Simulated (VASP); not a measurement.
**MgO: single point with LDA**

The system is MgO.

```
Mg O
1.0
     0.00000    2.07575    2.07575
     2.07575    0.00000    2.07575
     2.07575    2.07575    0.00000
Mg O
1 1
Direct
  0.00000 0.00000 0.00000
  0.50000 0.50000 0.50000
```

```json
{
 "Program": "VASP 6.6.1",
 "Task": "single point",
 "Functional": "LDA",
 "Potentials or basis": "VASP PAW LDA potentials, release 64 (Mg_sv, O)",
 "Cutoff": "750 eV",
 "k mesh": "10 × 10 × 10",
 "Occupations": "gaussian, width 0.01 eV",
 "Spin": "no spin polarisation",
 "Dipole correction": "no",
 "Mended": "yes",
 "Further INCAR settings": "ALGO = Normal; EDIFF = 1e-06; NBANDS = 15"
}
```

- Pressure: 1.0 GPa
- Band gap on the k mesh: 5.10 eV

Levels at points of the mesh, in eV from the valence-band top:
| k point | band 4 | band 5 | band 6 | band 7 | band 8 | band 9 | band 10 | band 11 | band 12 | band 13 |
| --- | --- | --- | --- | --- | --- | --- | --- | --- | --- | --- |
| (0.00, 0.00, 0.00) | -38.66 | -17.22 | 0.00 | 0.00 | 0.00 | 5.10 | 15.77 | 15.77 | 15.77 | 19.91 |
| (0.50, 0.00, 0.00) | -38.67 | -15.71 | -4.89 | -0.72 | -0.72 | 8.02 | 12.90 | 16.45 | 16.45 | 21.28 |
| (0.50, 0.50, 0.00) | -38.69 | -15.48 | -4.30 | -1.43 | -1.43 | 8.93 | 10.21 | 13.36 | 19.31 | 19.31 |

Wall time 18 s on 1 thread of Intel(R) Xeon(R) Platinum 8375C CPU @ 2.90GHz (Ice Lake), with other jobs on the host, peak memory 0.14 GiB.
